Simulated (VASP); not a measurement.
# BN (I-4m2) in VASP: further runs, part 2 of 2

VASP 6.6.1. The steps go on from the part before.

## (6) Single point, PBEsol

This run uses another cell than the first one, of the same volume but with other edges.

Input file INCAR:

```
PREC     = Accurate       # precision mode
ENCUT    = 520            # plane-wave cutoff, eV
EDIFF    = 1E-6           # SCF threshold, eV
ISMEAR   = 0              # smearing method
SIGMA    = 0.05           # smearing width, eV
LREAL    = False          # projectors in reciprocal space
LASPH    = True           # aspherical terms in the spheres
NELM     = 60             # most SCF steps
ALGO     = Normal         # electronic algorithm
ISIF     = 2              # what is computed and relaxed
LWAVE    = False          # write WAVECAR
LCHARG   = False          # write CHGCAR
GGA      = PS             # functional
NBANDS   = 11             # bands
```

Input file KPOINTS:

```
regular mesh
0
Gamma
  12 12 12
```

Input file POSCAR:

```
BN
1.0
    0.0000000000      2.0929567700      1.3604219005
    2.0929567700      0.0000000000      1.3604219005
    2.0929567700      2.0929567700      0.0000000000
B N
1 1
Direct
    0.0000000000      0.0000000000      0.0000000000
    0.7500000000      0.7500000000      0.7500000000
```

Potentials or basis: VASP PAW PBE potentials, release 64 (B, N).

Started as:

```sh
cat potpaw_PBE.64/B/POTCAR potpaw_PBE.64/N/POTCAR > POTCAR
mpirun -np 1 vasp_std > vasp.out
```

OUTCAR:

```text
PREC = Accurate
   ENCUT = 520
   EDIFF = 1E-6
   ISMEAR = 0
   LREAL = False
   LASPH = True
   NELM = 60
   ISIF = 2
   GGA = PS

 ion  position               nearest neighbor table
   1  0.000  0.000  0.000-   2 1.63   2 1.63   2 1.63   2 1.63
   2  0.750  0.750  0.750-   1 1.63   1 1.63   1 1.63   1 1.63

  LATTYP: Found a body centered tetragonal cell.
 ALAT       =     2.9598878496
 C/A-ratio  =     0.9192388155

  Lattice vectors:

 A1 = (   0.0000000000,  -2.0929567700,  -1.3604219005)
 A2 = (   0.0000000000,   2.0929567700,  -1.3604219005)
 A3 = (   2.0929567700,   0.0000000000,   1.3604219005)

Analysis of symmetry for initial positions (statically):
=====================================================================
 Subroutine PRICEL returns:
 Original cell was already a primitive cell.

 Routine SETGRP: Setting up the symmetry group for a
 body centered tetragonal supercell.

 Subroutine GETGRP returns: Found  8 space group operations
 (whereof  8 operations were pure point group operations)
 out of a pool of 16 trial point group operations.

The static configuration has the point symmetry D_2d.

Analysis of symmetry for dynamics (positions and initial velocities):
=====================================================================
 Subroutine PRICEL returns:
 Original cell was already a primitive cell.

 Routine SETGRP: Setting up the symmetry group for a
 body centered tetragonal supercell.

 Subroutine GETGRP returns: Found  8 space group operations
 (whereof  8 operations were pure point group operations)
 out of a pool of 16 trial point group operations.

The dynamic configuration has the point symmetry D_2d.

 Subroutine INISYM returns: Found  8 space group operations
 (whereof  8 operations are pure point group operations),
 and found     1 'primitive' translations

----------------------------------------------------------------------------------------

[... 114 lines left out ...]
  Fermi-wavevector in a.u.,A,eV,Ry     =   1.433387  2.708709 27.954506  2.054598
  Thomas-Fermi vector in A             =   2.552911
   LORBIT       =      0    0 simple, 1 ext, 2 COOP (PROOUT), +10 PAW based schemes
   GGA     = PS    functional components
   LHFCALC =     F    Hartree Fock is set to
   AEXX    =    0.0000 exact exchange contribution
   IVDW    =     0    specifies the selected vdW correction
   LEPSILON=     F    determine dielectric tensor
   LRPA    =     F    only Hartree local field effects (RPA)
 non-spin polarized calculation
 Gauss-broadening in eV      SIGMA  =   0.05
  energy-cutoff  :      520.00
  volume of cell :       11.92
 maximum number of plane-waves:       332
   NGX =  9   NGY =  9   NGZ = 11

 number of electron       8.0000001 magnetization

 Free energy of the ion-electron system (eV)
  ---------------------------------------------------
  ext. energy  EPLUGINS =         0.00000000
  ---------------------------------------------------
  free energy    TOTEN  =       -16.46648302 eV

  energy without entropy =      -16.46644820  energy(sigma->0) =      -16.46646561

 E-fermi :   9.3018     XC(G=0): -13.1372

 val. band max:        9.3010367915   @ k =   0.4167   0.4167   0.0000
 cond. band min:       9.4728012040   @ k =   0.0000   0.0000   0.0000
 fundamental gap:      0.1717644125
 Fermi energy:         9.3018445733

 k-point     1 :       0.0000    0.0000    0.0000
  band No.  band energies     occupation
      1     -12.5512      2.00000
      2       6.6370      2.00000
      3       6.6370      2.00000
      4       9.4728      0.00000
      5      16.0743      0.00000
      6      16.6264      0.00000
      7      18.8105      0.00000
      8      18.8105      0.00000
      9      25.6444      0.00000
     10      30.9207      0.00000
     11      31.5232      0.00000
[... 309 lines left out ...]
 k-point    24 :      -0.4167    0.1667    0.0000
  band No.  band energies     occupation
      1      -7.9135      2.00000
      2      -0.8351      2.00000
      3       2.4714      2.00000
      4       5.7823      2.00000
      5      12.7061      0.00000
      6      18.6202      0.00000
      7      19.0047      0.00000
      8      21.7758      0.00000
      9      29.9097      0.00000
     10      32.0350      0.00000
     11      33.1473      0.00000

 [... further k-points ...]
[... 5 lines left out ...]
  --------------------------------------------------------------------------------------
  -------------------------------------------------------------------------------------
  Total       -4.6494296     -4.6494296      6.6281809      0.0000000      0.0000000      0.0000000
  in kB     -625.0087996   -625.0087996    891.0063726      0.0000000      0.0000000      0.0000000
  external PRESSURE =    -119.6704089 kB  Pullay stress =       0.0000000 kB

 VOLUME and BASIS-vectors are now :
 -----------------------------------------------------------------------------
  energy-cutoff  :      520.00
  volume of cell :       11.92
      direct lattice vectors                 reciprocal lattice vectors
     0.000000000  2.092956770  1.360421901    -0.238896478  0.238896478  0.367533042
     2.092956770  0.000000000  1.360421901     0.238896478 -0.238896478  0.367533042
     2.092956770  2.092956770  0.000000000     0.238896478  0.238896478 -0.367533042

 POSITION                                       TOTAL-FORCE (eV/Angst)
 -----------------------------------------------------------------------------------
      0.00000      0.00000      0.00000        -0.000000      0.000000      0.000000
      3.13944      3.13944      2.04063         0.000000     -0.000000      0.000000
 -----------------------------------------------------------------------------------
    total drift:                               -0.000000     -0.000000      0.000000

  FREE ENERGIE OF THE ION-ELECTRON SYSTEM (eV)
  ---------------------------------------------------
  free  energy   TOTEN  =       -16.4664830193 eV

  energy  without entropy=      -16.4664481989  energy(sigma->0) =      -16.46646561
```

Run time: 15 s. Hardware: 1 thread of Intel Xeon Platinum 8259CL at 2.50GHz (Skylake/Cascade Lake), shared host; peak memory 0.14 GiB.

Results:

```
Free energy            : -16.4665 eV
Pressure               : -12.0 GPa
Band gap on the k mesh : zero (band 4 reaches 9.47 eV, above the bottom of band 5 at 9.30 eV)
```

Stress tensor (GPa, compression positive):
```
-62.50   0.00   0.00
  0.00 -62.50   0.00
  0.00   0.00  89.10
```

Levels at points of the mesh, in eV from the Fermi level:
```tsv
k point	band 1	band 2	band 3	band 4	band 5	band 6	band 7	band 8	band 9
(0.00, 0.00, 0.00)	-21.85	-2.66	-2.66	0.17	6.77	7.32	9.51	9.51	16.34
(0.50, 0.00, 0.00)	-16.91	-11.94	-5.59	-2.28	2.79	6.36	11.06	13.75	21.91
(0.50, 0.50, 0.00)	-13.62	-9.54	-9.54	-5.50	0.64	0.69	15.53	15.53	22.63
(0.50, 0.00, 0.50)	-17.49	-12.52	-3.40	-3.38	6.31	10.22	11.98	12.23	14.09
```

Caveat: the PAW data sets were made with another functional, which shifts forces and pressure a little.

## (7) Single point, PBEsol

This run uses another cell than the first one, of the same volume but with other edges.

Input file INCAR:

```
PREC = Accurate
ENCUT = 520
EDIFF = 1E-7
ISMEAR = 0
SIGMA = 0.05
LREAL = F
LASPH = T
NELM = 60
ALGO = Normal
ISIF = 2
LWAVE = F
LCHARG = F
GGA = PS
NBANDS = 11
```

Input file KPOINTS:

```
Automatic mesh
0
Gamma
  12 12 12
```

Input file POSCAR:

```
BN
1.0
    0.0000000000      1.5838022561      2.3757033842
    1.5838022561      0.0000000000      2.3757033842
    1.5838022561      1.5838022561      0.0000000000
B N
1 1
Direct
    0.0000000000      0.0000000000      0.0000000000
    0.7500000000      0.7500000000      0.7500000000
```

Potentials or basis: VASP PAW PBE potentials, release 64 (B, N).

Started as:

```sh
cat potpaw_PBE.64/B/POTCAR potpaw_PBE.64/N/POTCAR > POTCAR
mpirun -np 1 vasp_std > vasp.out
```

OUTCAR:

```text
PREC = Accurate
   ENCUT = 520
   EDIFF = 1E-7
   ISMEAR = 0
   LREAL = F
   LASPH = T
   NELM = 60
   ISIF = 2
   GGA = PS

 ion  position               nearest neighbor table
   1  0.000  0.000  0.000-   2 1.63   2 1.63   2 1.63   2 1.63
   2  0.750  0.750  0.750-   1 1.63   1 1.63   1 1.63   1 1.63

  LATTYP: Found a body centered tetragonal cell.
 ALAT       =     2.2398346307
 C/A-ratio  =     2.1213203436

  Lattice vectors:

 A1 = (  -1.5838022561,   0.0000000000,   2.3757033842)
 A2 = (   1.5838022561,   0.0000000000,   2.3757033842)
[... 513 lines left out ...]
      6      19.8453      0.00000
      7      20.8427      0.00000
      8      23.2453      0.00000
      9      29.5844      0.00000
     10      31.9141      0.00000
     11      35.4967      0.00000

 [... further k-points ...]
[... 5 lines left out ...]
  --------------------------------------------------------------------------------------
  -------------------------------------------------------------------------------------
  Total        9.0980798      9.0980798    -17.7853812      0.0000000      0.0000000      0.0000000
  in kB     1223.0274328   1223.0274328  -2390.8351610      0.0000000      0.0000000      0.0000000
  external PRESSURE =      18.4065682 kB  Pullay stress =       0.0000000 kB

 VOLUME and BASIS-vectors are now :
 -----------------------------------------------------------------------------
  energy-cutoff  :      520.00
  volume of cell :       11.92
      direct lattice vectors                 reciprocal lattice vectors
     0.000000000  1.583802256  2.375703384    -0.315695977  0.315695977  0.210463984
     1.583802256  0.000000000  2.375703384     0.315695977 -0.315695977  0.210463984
     1.583802256  1.583802256  0.000000000     0.315695977  0.315695977 -0.210463984

 POSITION                                       TOTAL-FORCE (eV/Angst)
 -----------------------------------------------------------------------------------
      0.00000      0.00000      0.00000        -0.000000     -0.000000      0.000000
      2.37570      2.37570      3.56356         0.000000      0.000000     -0.000000
 -----------------------------------------------------------------------------------
    total drift:                               -0.000000     -0.000000      0.000000

  FREE ENERGIE OF THE ION-ELECTRON SYSTEM (eV)
  ---------------------------------------------------
  free  energy   TOTEN  =       -15.0281796942 eV

  energy  without entropy=      -15.0280159347  energy(sigma->0) =      -15.02809781
```

stdout:

```text
POSCAR found type information on POSCAR B N
 POSCAR found :  2 types and       2 ions
 scaLAPACK will be used
 -----------------------------------------------------------------------------
|                                                                             |
|                                                                             |
|     You enforced a specific xc type in the INCAR file but a different       |
|     I HOPE YOU KNOW WHAT YOU ARE DOING!                                     |
|                                                                             |
 -----------------------------------------------------------------------------

 LDA part: xc-table for (Slater+PW92), standard interpolation
 POSCAR, INCAR and KPOINTS ok, starting setup
 FFT: planning ... GRIDC
 FFT: planning ... GRID_SOFT
 FFT: planning ... GRID
 WAVECAR not read
 entering main loop
```

Run time: 15 s. Hardware: 1 thread of Intel Xeon Platinum 8259CL at 2.50GHz (Skylake/Cascade Lake), shared host; peak memory 0.14 GiB.

Results:

| Quantity | Value |
| --- | --- |
| Free energy | -15.0282 eV |
| Pressure | 1.8 GPa |
| Band gap on the k mesh | zero (band 4 reaches 10.31 eV, above the bottom of band 5 at 10.15 eV) |

Caveat: the PAW data sets were made with another functional, which shifts forces and pressure a little.

## (8) Summary

```csv
cell,gap on the mesh (eV),pressure (GPa)
"a = 2.665, b = 2.665, c = 2.413 Å, angles 63.1, 63.1, 53.8°, 2 atoms",2.61,-5.4
"a = 2.498, b = 2.498, c = 2.785 Å, angles 56.1, 56.1, 67.8°, 2 atoms",1.12,-7.8
"a = 2.725, b = 2.725, c = 2.349 Å, angles 64.5, 64.5, 51.1°, 2 atoms",1.75,-4.2
"a = 2.533, b = 2.533, c = 2.636 Å, angles 58.6, 58.6, 62.7°, 2 atoms",2.92,-5.9
"a = 2.496, b = 2.496, c = 2.960 Å, angles 53.6, 53.6, 72.7°, 2 atoms",none,-12.0
"a = 2.855, b = 2.855, c = 2.240 Å, angles 66.9, 66.9, 46.2°, 2 atoms",none,1.8
```

Alike in all rows: task single point; level PBEsol; potentials or basis VASP PAW PBE potentials, release 64 (B, N); no spin polarisation; k mesh 12 × 12 × 12; cutoff (eV) 520; smearing gaussian 0.05 eV.

Caveats: the PAW data sets were made with another functional, which shifts forces and pressure a little.

Total energies depend on the potentials used, so only differences within one code and one set of settings carry meaning.
